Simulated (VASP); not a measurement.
A run of VASP 6.6.1 is set up as follows.

File INCAR:

```
SYSTEM = AlNi
ALGO = Normal
EDIFF = 1E-7
ENCUT = 520
GGA = PS
ISIF = 2
ISMEAR = -1
ISPIN = 2
LASPH = .True.
LCHARG = .False.
LMAXMIX = 4
LORBIT = 11
LREAL = .False.
LWAVE = .False.
MAGMOM = 1 0
NBANDS = 18
NELM = 150
PREC = Accurate
SIGMA = 0.05
```

KPOINTS

```
k-points
0
Gamma
  10 10 9
  0 0 0
```

The input POSCAR:

```
AlNi
1.0
    1.9649584676     -1.9649698104      0.0000000000
    1.9649584676      1.9649698104      0.0000000000
    0.0000000000      0.0000000000      2.7601491334
Ni Al
1 1
Direct
    0.5000000000      0.5000000000      0.5000000000
    0.0000000000      0.0000000000      0.0000000000
```

Potentials or basis: VASP PAW PBE potentials, release 64 (Ni, Al).

The run is started by

```console
$ cat potpaw_PBE.64/Ni/POTCAR potpaw_PBE.64/Al/POTCAR > POTCAR
$ mpirun -np 1 vasp_std > vasp.out
```

Question: Estimate the pressure.

Answer: 20.2 GPa.

Question: What does it give for the net moment?

Answer: 0.00 μB per cell.

Caveat: the cell stands under pressure; the PAW data sets were made with another functional, which shifts forces and pressure a little.
